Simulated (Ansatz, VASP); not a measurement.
# One calculation of TaTiN, two programs

```xyz
6
Lattice="3.5801 0.0000 0.0000 0.0000 3.5801 0.0000 0.0000 0.0000 6.1873" Properties=species:S:1:pos:R:3 pbc="T T T"
Ti    1.7900    0.0000    2.3194
Ti    0.0000    1.7900    3.8679
Ta    1.7900    1.7900    0.0000
Ta    0.0000    0.0000    0.0000
N     0.0000    1.7900    1.7179
N     1.7900    0.0000    4.4694
```

Change from the starting cell: species swapped into the PrTiGe type (P4/nmm, No. 129).

Alike in both runs: functional PBE; k mesh 6 × 6 × 4; occupations gaussian, width 0.1 eV; collinear spin.

Ansatz relaxed the structure, and its values are those at the end. VASP's run is a single point on that final structure, the one shown.

|  | VASP | Ansatz |
| --- | --- | --- |
| version | VASP 6.6.1 | Ansatz 0.2.0 |
| potentials or method | VASP PAW PBE potentials, release 64 (Ti_sv, Ta_pv, N), cutoff 520 eV | scalar-relativistic, plane waves, PAW |
| valence electrons in the cell | 56 | 60 |

Ansatz gave:

```
gap on the k mesh at the Fermi level (eV) : none
pressure (GPa)                            : -0.2
rms of the force components (eV/Å)        : 0.002
net moment per atom (μB)                  : 0.00
```

Task: What did VASP give for the same quantities?

Result: gap on the k mesh at the Fermi level (eV): none; pressure (GPa): 0.1; rms of the force components (eV/Å): 0.007; net moment per atom (μB): 0.00.

A gap of «none» marks a metal or a gap that the smearing closes. The functional is the same, so the differences come from potentials, cutoffs and numerics. VASP's potentials hold 56 valence electrons a cell and Ansatz's 60, so a difference there can come from the potentials and not from the codes. Ansatz's warnings: seeded moment not kept.

Spin-orbit coupling is off throughout.
